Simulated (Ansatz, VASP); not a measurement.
# One calculation of InP, two programs

Contents of INCAR:

```
ALGO     = Normal         # electronic algorithm
EDIFF    = 1E-6           # SCF threshold, eV
ENCUT    = 500            # plane-wave cutoff, eV
GGA      = LIBXC          # functional
GGA_COMPAT= F            
ISIF     = 2              # what is computed and relaxed
ISMEAR   = -1             # smearing method
LASPH    = T              # aspherical terms in the spheres
LCHARG   = F              # write CHGCAR
LIBXC1   = GGA_X_B88    
LIBXC2   = GGA_C_PBE    
LREAL    = F              # projectors in reciprocal space
LWAVE    = F              # write WAVECAR
NBANDS   = 16             # bands
NELM     = 120            # most SCF steps
PREC     = Accurate       # precision mode
SIGMA    = 0.05           # smearing width, eV
```

File KPOINTS:

```
k-points
0
Gamma
  8 8 8
```

Contents of POSCAR:

```
InP
1.0
    0.0000000000      2.8706770916      2.8706770916
    2.8706770916      0.0000000000      2.8706770916
    2.8706770916      2.8706770916      0.0000000000
In P
1 1
Direct
    0.0000000000      0.0000000000      0.0000000000
    0.7500000000      0.7500000000      0.7500000000
```

File input.yaml:

```yaml
crystal:
  lattice:
    - [0.0, 2.8706770916, 2.8706770916]
    - [2.8706770916, 0.0, 2.8706770916]
    - [2.8706770916, 2.8706770916, 0.0]
  atoms:
    - { symbol: In, position: [0.0, 0.0, 0.0] }
    - { symbol: P, position: [0.75, 0.75, 0.75] }
hamiltonian:
  xc: { exchange: b88, correlation: pbe }
  pseudopotentials: { kind: paw }
kpoints:
  mp_grid: { grid: [8, 8, 8] }
scf:
  occupations: { method: fermi_dirac, width: 0.05 }
output:
  forces: true
  stress: true
  eigenvalues: true
```

Alike in both runs: task single point; functional b88 exchange, pbe correlation; k mesh 8 × 8 × 8; occupations fermi-dirac, width 0.05 eV; no spin polarisation.

```csv
,VASP,Ansatz
version,VASP 6.6.1,Ansatz 0.2.0
potentials or method,"VASP PAW PBE potentials, release 64 (In_d, P)",Ansatz PAW
plane-wave cutoff (eV),500,420
valence electrons in the cell,18,18
```

```tsv
	VASP	Ansatz	Ansatz less VASP
gap on the k mesh at the Fermi level (eV)	1.03	1.03	+0.003
least direct gap on the mesh (eV)	1.03	1.03	+0.003
pressure (GPa)	8.4	8.5	+0.09
```

VASP's potentials were made for PBE, not for b88 exchange, pbe correlation.
